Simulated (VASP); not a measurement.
The system is AlNi3.

```
Ni Al
1.0
     3.52305    0.00000    0.00000
     0.00000    3.52305    0.00000
     0.00000    0.00000    3.52305
Ni Al
3 1
Cartesian
  1.7615 1.7615 0.0000
  1.7615 0.0000 1.7615
  0.0000 1.7615 1.7615
  0.0000 0.0000 0.0000
```

Base run:

| Item | Value |
| --- | --- |
| Program | VASP 6.6.1 |
| Functional | PBEsol |
| Potentials or basis | VASP PAW PBE potentials, release 64 (Ni, Al) |
| Cutoff | 520 eV |
| k mesh | 6 × 6 × 6 |
| Occupations | fermi-dirac, width 0.05 eV |
| Spin | collinear spin, ferromagnetic start |
| Starting moments | [1.26667, 1.26667, 1.26667, 0.0] μB |
| Fixed moment | 3.8 μB |

Its results: pressure 10.5 GPa; site moments Ni +1.12; Al +0.10 μB.

Task: The run is repeated on the same cell with these changes: fixed moment from 3.8 μB to 4.5 μB; moments at the start from [1.27, 1.27, 1.27, 0.0] to [1.5, 1.5, 1.5, 0.0]. What comes out?

Result: Pressure 14.6 GPa; site moments Ni +1.30; Al +0.14 μB.

Caveats: the PAW data sets were made with another functional, which shifts forces and pressure a little; the total moment is fixed, so each spin has its own Fermi level.
